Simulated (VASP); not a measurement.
Input of a VASP 6.6.1 run:

File INCAR:

```
SYSTEM = MgO
ALGO = Normal
EDIFF = 1E-6
ENCUT = 520
GGA = PS
ISIF = 2
ISMEAR = 0
LASPH = .True.
LCHARG = .False.
LREAL = .False.
LWAVE = .False.
NBANDS = 26
NELM = 60
PREC = Accurate
SIGMA = 0.05
```

The input KPOINTS:

```
k-points
0
Gamma
  6 6 6
  0 0 0
```

File POSCAR:

```
MgO
1.0
    4.2149416169      0.0000000000      0.0000000000
    0.0000000000     -4.2149416169      0.0000000000
    0.0000000000      0.0000000000     -4.2149416169
Mg O
4 4
Direct
   -0.0711310624      0.0711310624      0.0754458849
    0.5000000000      0.5000000000      0.0000000000
    0.5000000000      0.0000000000      0.5000000000
    0.0000000000      0.5000000000      0.5000000000
    0.5000000000      0.0000000000      0.0000000000
    0.0000000000      0.5000000000      0.0000000000
    0.0000000000      0.0000000000      0.5000000000
    0.5000000000      0.5000000000      0.5000000000
```

Potentials or basis: VASP PAW PBE potentials, release 64 (Mg, O).

Launch:

```sh
$ cat potpaw_PBE.64/Mg/POTCAR potpaw_PBE.64/O/POTCAR > POTCAR
$ mpirun -np 1 vasp_std > vasp.out
```

Problem. Predict the pressure.

Solution. 7.2 GPa.

Problem. Estimate the largest force.

Solution. 5.374 eV/Å.

Forces in eV/Å, atoms in the order of the input:
```
Mg   2.966  2.966  3.360
Mg  -0.898 -0.898  0.314
Mg  -0.925  0.304 -0.960
Mg   0.304 -0.925 -0.960
O   -1.124 -0.245 -0.263
O   -0.245 -1.124 -0.263
O   -0.204 -0.204 -1.360
O    0.127  0.127  0.131
```

Caveat: the cell differs from its parent crystal (atom 1 (Mg) moved by -0.424 Å along [1 1 0] and -0.318 Å along [0 0 1]); the PAW data sets were made with another functional, which shifts forces and pressure a little.
